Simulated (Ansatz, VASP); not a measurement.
## Two plane-wave programs on InSe

```
Se In
1.0
     4.02661    0.00000    0.00000
    -2.01331    3.48715    0.00000
     0.00000    0.00000   36.71996
Se In
2 2
Direct
  0.00000 0.00000 0.42666
  0.00000 0.00000 0.57332
  0.66667 0.33333 0.46193
  0.66667 0.33333 0.53804
```

Alike in both runs: functional PBE; dispersion D3(BJ); k mesh 9 × 9 × 1; occupations gaussian, width 0.02 eV; no spin polarisation.

Ansatz relaxed the structure, and its values are those at the end. VASP's run is a single point on that final structure, the one shown.

```csv
,VASP,Ansatz
version,VASP 6.6.1,Ansatz 0.2.0
potentials or method,"VASP PAW PBE potentials, release 64 (Se, In_d), cutoff 520 eV","scalar-relativistic, plane waves, PAW"
valence electrons in the cell,38,58
```

Ansatz gave:

| Quantity | Value |
| --- | --- |
| gap on the k mesh at the Fermi level (eV) | 1.63 |
| least direct gap on the mesh (eV) | 1.70 |
| rms of the force components (eV/Å) | 0.000 |

What did VASP give for the same quantities?

gap on the k mesh at the Fermi level (eV): 1.62; least direct gap on the mesh (eV): 1.69; rms of the force components (eV/Å): 0.008.

VASP's potentials hold 38 valence electrons a cell and Ansatz's 58, so a difference there can come from the potentials and not from the codes.
